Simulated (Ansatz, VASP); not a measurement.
## InAs in VASP and in Ansatz

```
CELL_PARAMETERS angstrom
8.64386 0.00000 0.00000
-4.32193 7.48580 0.00000
0.00000 0.00000 22.41105
ATOMIC_POSITIONS crystal
As 0.50000 0.00000 0.35697
As 0.50000 0.50000 0.35697
As 0.00000 0.00000 0.35697
As 0.00000 0.50000 0.35697
As 0.66566 0.83371 0.52338
As 0.63700 0.32044 0.52163
As 0.18248 0.86619 0.52175
As 0.18106 0.31813 0.52138
In 0.16667 0.83333 0.39633
In 0.16667 0.33333 0.39633
In 0.66667 0.83333 0.39633
In 0.66667 0.33333 0.39633
In 0.31748 0.65962 0.53595
In 0.33455 0.16968 0.59204
In 0.84103 0.66197 0.53741
In 0.83953 0.18116 0.53681
```

Alike in both runs: task single point; functional PBE; dispersion D3(BJ); k mesh 3 × 3 × 1; occupations gaussian, width 0.1 eV; no spin polarisation.

|  | VASP | Ansatz |
| --- | --- | --- |
| version | VASP 6.6.1 | Ansatz 0.2.0 |
| potentials or method | VASP PAW PBE potentials, release 64 (As, In_d), cutoff 400 eV | scalar-relativistic, plane waves, PAW |
| valence electrons in the cell | 144 | 224 |

|  | VASP | Ansatz | Ansatz less VASP |
| --- | --- | --- | --- |
| gap on the k mesh at the Fermi level (eV) | none | none | - |
| rms of the force components (eV/Å) | 0.054 | 0.054 | +0.0007 |

A gap of «none» marks a metal or a gap that the smearing closes. VASP's potentials hold 144 valence electrons a cell and Ansatz's 224, so a difference there can come from the potentials and not from the codes.
